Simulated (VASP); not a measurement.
# Ge (P6_3/mmc) in VASP: settings compared, part 2 of 2

VASP 6.6.1. Earlier steps stand in the parts before.

### Step 3. Relaxation of cell and atoms, LDA

Input file INCAR:

```
PREC = Accurate
ENCUT = 600
EDIFF = 1E-6
ISMEAR = -1
SIGMA = 0.02
LREAL = False
LASPH = True
NELM = 60
ALGO = Normal
ISIF = 3
LWAVE = False
LCHARG = False
IBRION = 2
NSW = 80
EDIFFG = -0.005
```

Input file KPOINTS:

```
Automatic mesh
0
Gamma
  6 6 4
```

Input file POSCAR:

```
Ge
1.0
    4.0584087520      0.0000000000      0.0000000000
   -2.0292043760      3.5146850782      0.0000000000
    0.0000000000      0.0000000000      6.6929896250
Ge
4
Direct
    0.3333333333      0.6666666667      0.0003197446
    0.6666666667      0.3333333333      0.5003197446
    0.3333333333      0.6666666667      0.3746802554
    0.6666666667      0.3333333333      0.8746802554
```

Potentials or basis: VASP PAW LDA potentials, release 64 (Ge_d).

Run with:

```console
$ cat potpaw_LDA.64/Ge_d/POTCAR > POTCAR
$ mpirun -np 1 vasp_std > vasp.out
```

It took 5.7 min on 1 thread of Intel Xeon Platinum 8488C (Sapphire Rapids), shared host; peak memory 0.22 GiB.

The run converged. Its results:

```
Free energy                           : -20.6783 eV
Relaxed volume                        : 22.21 Å³/atom
Relaxed cell                          : a = 3.970 Å, b = 3.970 Å, c = 6.510 Å, α = 90.00°, β = 90.00°, γ = 120.00°
Space group after relaxing (to 0.1 Å) : P6_3/mmc (No. 194)
Energy gained by relaxing             : 23.0 meV/atom
Ionic steps                           : 21
Pressure after relaxing               : 0.0 GPa
Largest force after relaxing          : 0.003 eV/Å
Band gap on the k mesh                : zero (bands 28 and 29 overlap by 0.08 eV)
```

Forces on the atoms (eV/Å):
```
Ge   0.000  0.000 -0.003
Ge   0.000  0.000 -0.003
Ge   0.000  0.000  0.003
Ge   0.000  0.000  0.003
```

The path:
| step | energy change (eV) | largest force (eV/Å) | pressure (GPa) | volume (Å³) |
| --- | --- | --- | --- | --- |
| 1 | 0.0000 | 0.0307 | -4.14 | 95.47 |
| 2 | -0.0847 | 0.0006 | 1.48 | 87.19 |
| 3 | -0.0920 | 0.0051 | 0.10 | 88.90 |
| 4 | -0.0920 | 0.0052 | -0.22 | 89.03 |
| 5 | -0.0921 | 0.0195 | -0.16 | 89.02 |
| 6 | -0.0921 | 0.0265 | -0.16 | 89.01 |
| 7 | -0.0922 | 0.0077 | 0.01 | 88.86 |
| 8 | -0.0922 | 0.0063 | 0.04 | 88.85 |
| 9 | -0.0922 | 0.0090 | -0.09 | 88.85 |
| 10 | -0.0922 | 0.0050 | 0.08 | 88.80 |
| 11 | -0.0922 | 0.0086 | 0.06 | 88.82 |
| 12 | -0.0922 | 0.0084 | 0.05 | 88.83 |
| 13 | -0.0922 | 0.0087 | 0.05 | 88.84 |
| 14 | -0.0922 | 0.0094 | -0.06 | 88.85 |
| 15 | -0.0922 | 0.0067 | -0.03 | 88.85 |
| 16 | -0.0922 | 0.0067 | 0.04 | 88.85 |
| 17 | -0.0922 | 0.0074 | 0.03 | 88.85 |
| 18 | -0.0922 | 0.0076 | 0.02 | 88.85 |
| 19 | -0.0922 | 0.0024 | -0.08 | 88.85 |
| 20 | -0.0922 | 0.0051 | 0.00 | 88.85 |
| 21 | -0.0922 | 0.0031 | 0.03 | 88.85 |

Final structure:
```cif
data_structure
_symmetry_space_group_name_H-M 'P 1'
_symmetry_Int_Tables_number 1
_cell_length_a 3.9698
_cell_length_b 3.9698
_cell_length_c 6.5104
_cell_angle_alpha 90.000
_cell_angle_beta 90.000
_cell_angle_gamma 120.000
_cell_volume 88.85
loop_
_atom_site_label
_atom_site_type_symbol
_atom_site_fract_x
_atom_site_fract_y
_atom_site_fract_z
_atom_site_occupancy
Ge1 Ge 0.33333 0.66667 0.99998 1
Ge2 Ge 0.66667 0.33333 0.49998 1
Ge3 Ge 0.33333 0.66667 0.37502 1
Ge4 Ge 0.66667 0.33333 0.87502 1
```

Levels at points of the mesh, in eV from the Fermi level:
| k point | band 24 | band 25 | band 26 | band 27 | band 28 | band 29 | band 30 | band 31 | band 32 | band 33 |
| --- | --- | --- | --- | --- | --- | --- | --- | --- | --- | --- |
| (0.00, 0.00, 0.00) | -1.57 | -1.57 | -0.21 | -0.15 | 0.08 | 0.10 | 0.10 | 2.19 | 2.19 | 2.77 |
| (0.50, 0.00, 0.00) | -6.85 | -4.74 | -3.20 | -2.94 | -1.50 | 0.37 | 1.65 | 3.51 | 3.68 | 4.40 |
| (0.00, 0.00, 0.50) | -4.87 | -0.93 | -0.93 | -0.93 | -0.93 | 0.60 | 0.60 | 3.33 | 3.33 | 3.33 |
| (0.50, 0.00, 0.50) | -8.03 | -2.61 | -2.61 | -2.52 | -2.52 | 0.45 | 0.45 | 2.04 | 2.04 | 6.17 |

Caveat: semilocal functionals underestimate gaps, so a narrow gap can read as zero.

### Step 4. Relaxation of cell and atoms, PBE

This run uses another cell than the first one, of 21.28 Å³/atom.

Input file INCAR:

```
SYSTEM = Ge
PREC     = Accurate       ! precision mode
ENCUT    = 600            ! plane-wave cutoff, eV
EDIFF    = 1E-6           ! SCF threshold, eV
ISMEAR   = -1             ! smearing method
SIGMA    = 0.02           ! smearing width, eV
LREAL    = .FALSE.        ! projectors in reciprocal space
LASPH    = .TRUE.         ! aspherical terms in the spheres
NELM     = 100            ! most SCF steps
ALGO     = Normal         ! electronic algorithm
ISIF     = 3              ! what is computed and relaxed
LWAVE    = .FALSE.        ! write WAVECAR
LCHARG   = .FALSE.        ! write CHGCAR
GGA      = PE             ! functional
IBRION   = 2              ! ionic algorithm
NSW      = 80             ! ionic steps
EDIFFG   = -0.005         ! ionic threshold
```

Input file KPOINTS:

```
regular mesh
0
G
  12 12 4
  0 0 0
```

Input file POSCAR:

```
Ge
1.0
    3.9191835885      0.0000000000      0.0000000000
   -1.9595917942      3.3941125497      0.0000000000
    0.0000000000      0.0000000000      6.4000267999
Ge
4
Direct
    0.3333333333      0.6666666667      0.0000000000
    0.6666666667      0.3333333333      0.5000000000
    0.3333333333      0.6666666667      0.3750000000
    0.6666666667      0.3333333333      0.8750000000
```

Potentials or basis: VASP PAW PBE potentials, release 64 (Ge_d).

Run with:

```console
$ cat potpaw_PBE.64/Ge_d/POTCAR > POTCAR
$ mpirun -np 1 vasp_std > vasp.out
```

It took 15 min on 1 thread of Intel Xeon Platinum 8488C (Sapphire Rapids), shared host; peak memory 0.32 GiB.

Results (log left out):

```
Free energy                           : -18.0034 eV
Relaxed volume                        : 23.88 Å³/atom
Relaxed cell                          : a = 4.059 Å, b = 4.059 Å, c = 6.694 Å, α = 90.00°, β = 90.00°, γ = 120.00°
Space group after relaxing (to 0.1 Å) : P6_3/mmc (No. 194)
Energy gained by relaxing             : 64.7 meV/atom
Ionic steps                           : 17
Pressure after relaxing               : 0.0 GPa
Band gap on the k mesh                : 0.04 eV (least direct gap 0.23 eV)
```

Step by step:
| step | energy change (eV) | largest force (eV/Å) | pressure (GPa) | volume (Å³) |
| --- | --- | --- | --- | --- |
| 1 | 0.0000 | 0.0386 | 8.88 | 85.13 |
| 2 | -0.2133 | 0.0789 | -2.78 | 100.51 |
| 3 | -0.2585 | 0.0641 | 0.06 | 95.39 |
| 4 | -0.2585 | 0.0656 | -0.08 | 95.60 |
| 5 | -0.2588 | 0.0029 | -0.11 | 95.64 |
| 6 | -0.2588 | 0.0080 | -0.05 | 95.63 |
| 7 | -0.2588 | 0.0043 | -0.08 | 95.64 |
| 8 | -0.2590 | 0.0039 | 0.24 | 95.49 |
| 9 | -0.2589 | 0.0059 | -0.07 | 95.52 |
| 10 | -0.2589 | 0.0045 | -0.01 | 95.51 |
| 11 | -0.2590 | 0.0037 | 0.09 | 95.50 |
| 12 | -0.2590 | 0.0062 | 0.00 | 95.50 |
| 13 | -0.2590 | 0.0027 | -0.02 | 95.52 |
| 14 | -0.2590 | 0.0003 | -0.03 | 95.54 |
| 15 | -0.2590 | 0.0014 | 0.07 | 95.49 |
| 16 | -0.2590 | 0.0009 | -0.10 | 95.53 |
| 17 | -0.2590 | 0.0008 | 0.01 | 95.51 |

Final structure:
```
Ge
1.0
     4.05899    0.00000    0.00000
    -2.02950    3.51519    0.00000
     0.00000    0.00000    6.69386
Ge
4
Direct
  0.33333 0.66667 0.00034
  0.66667 0.33333 0.50034
  0.33333 0.66667 0.37466
  0.66667 0.33333 0.87466
```

Levels at points of the mesh, in eV from the valence-band top:
| k point | band 24 | band 25 | band 26 | band 27 | band 28 | band 29 | band 30 | band 31 | band 32 | band 33 |
| --- | --- | --- | --- | --- | --- | --- | --- | --- | --- | --- |
| (0.00, 0.00, 0.00) | -1.36 | -1.36 | -0.36 | -0.15 | -0.10 | 0.15 | 0.15 | 2.31 | 2.31 | 2.77 |
| (0.50, 0.00, 0.00) | -6.59 | -4.30 | -2.87 | -2.60 | -1.33 | 0.63 | 1.57 | 3.62 | 3.73 | 4.28 |
| (0.00, 0.00, 0.50) | -4.70 | -0.77 | -0.77 | -0.77 | -0.77 | 0.59 | 0.59 | 3.38 | 3.38 | 3.38 |
| (0.50, 0.00, 0.50) | -7.65 | -2.38 | -2.38 | -2.24 | -2.24 | 0.56 | 0.56 | 2.20 | 2.20 | 6.02 |

### Step 5. Summary

| level | potentials or basis | cell | k mesh | gap on the mesh (eV) | pressure (GPa) | relaxed volume (Å³/atom) |
| --- | --- | --- | --- | --- | --- | --- |
| r2SCAN | VASP PAW PBE potentials, release 64 (Ge_d) | relaxed from a = 4.058, b = 4.058, c = 6.693 Å, angles 90.0, 90.0, 120.0°, 4 atoms | 6 × 6 × 4 | 0.05 | 0.0 | 22.83 |
| LDA | VASP PAW LDA potentials, release 64 (Ge_d) | relaxed from a = 4.058, b = 4.058, c = 6.693 Å, angles 90.0, 90.0, 120.0°, 4 atoms | 6 × 6 × 4 | none | 0.0 | 22.21 |
| PBE | VASP PAW PBE potentials, release 64 (Ge_d) | relaxed from a = 3.919, b = 3.919, c = 6.400 Å, angles 90.0, 90.0, 120.0°, 4 atoms | 12 × 12 × 4 | 0.04 | 0.0 | 23.88 |

Alike in all rows: task relaxation of cell and atoms; no spin polarisation; cutoff (eV) 600; smearing fermi-dirac 0.02 eV.

Caveats: the PAW data sets were made with another functional, which shifts forces and pressure a little (at least some runs); semilocal functionals underestimate gaps, so a narrow gap can read as zero (at least some runs).

Total energies depend on the potentials used, so only differences within one code and one set of settings carry meaning.
